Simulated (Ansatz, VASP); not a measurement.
## AlP in VASP and in Ansatz

File INCAR:

```
SYSTEM = AlP
PREC = Accurate
ENCUT = 500
EDIFF = 1E-6
ISMEAR = 0
SIGMA = 0.1
LREAL = .False.
LASPH = .True.
NELM = 120
ALGO = Normal
ISIF = 2
LWAVE = .False.
LCHARG = .False.
GGA = PS
NBANDS = 11
GGA_COMPAT = .False.
```

The input KPOINTS:

```
Automatic mesh
0
Gamma
  4 4 4
  0 0 0
```

Contents of POSCAR:

```
AlP
1.0
    0.0000000000      2.7364837130      2.7364837130
    2.7364837130      0.0000000000      2.7364837130
    2.7364837130      2.7364837130      0.0000000000
Al P
1 1
Direct
    0.0000000000      0.0000000000      0.0000000000
    0.7500000000      0.7500000000      0.7500000000
```

Input for Ansatz:

```yaml
crystal:
  lattice:
    - [0.0, 2.736483713, 2.736483713]
    - [2.736483713, 0.0, 2.736483713]
    - [2.736483713, 2.736483713, 0.0]
  atoms:
    - { symbol: Al, position: [0.0, 0.0, 0.0] }
    - { symbol: P, position: [0.75, 0.75, 0.75] }
basis:
  ecutwfc: 420
kpoints:
  mp_grid: { grid: [4, 4, 4] }
hamiltonian:
  xc: pbesol
scf:
  occupations: { method: gaussian, width: 0.1 }
  lower_state_search: "off"
output:
  forces: true
  stress: true
  eigenvalues: true
```

Alike in both runs: task single point; functional PBEsol; k mesh 4 × 4 × 4; occupations gaussian, width 0.1 eV; no spin polarisation.

|  | VASP | Ansatz |
| --- | --- | --- |
| version | VASP 6.6.1 | Ansatz 0.2.0 |
| potentials or method | VASP PAW PBE potentials, release 64 (Al, P), cutoff 500 eV | scalar-relativistic, plane waves, PAW |
| valence electrons in the cell | 8 | 8 |

|  | VASP | Ansatz | Ansatz less VASP |
| --- | --- | --- | --- |
| gap on the k mesh at the Fermi level (eV) | 1.42 | 1.42 | +0.003 |
| least direct gap on the mesh (eV) | 3.13 | 3.13 | -0.006 |
| pressure (GPa) | 0.3 | 0.3 | -0.04 |

VASP's potentials were made for PBE, not for PBEsol.

The k mesh is coarse, so the values compare programs but aren't converged.
